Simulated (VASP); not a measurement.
Crystal: IrSe.

```
Ir Se
1.0
     0.00000    2.78206    2.78206
     2.78206    0.00000    2.78206
     2.78206    2.78206    0.00000
Ir Se
1 1
Direct
  0.00000 0.00000 0.00000
  0.25000 0.25000 0.25000
```

Base run:

* Program: VASP 6.6.1
* Functional: PBE
* Potentials or basis: VASP PAW PBE potentials, release 64 (Ir, Se)
* Cutoff: 520 eV
* k mesh: 10 × 10 × 10
* Occupations: gaussian, width 0.05 eV
* Spin: no spin polarisation

Its results: band gap on the k mesh zero (an odd number of electrons rules out a gap without spin polarisation); pressure 0.3 GPa.

**Question.** The run is repeated on the same cell with these changes: functional from PBE to LDA; potentials or basis from VASP PAW PBE potentials, release 64 (Ir, Se) to VASP PAW LDA potentials, release 64 (Ir, Se). What comes out?

**Answer.** Band gap on the k mesh zero (an odd number of electrons rules out a gap without spin polarisation); pressure -6.8 GPa.

Caveats: spin-orbit coupling is left out, which moves the levels of the heavy elements; the cell stands under tension (at least some runs).
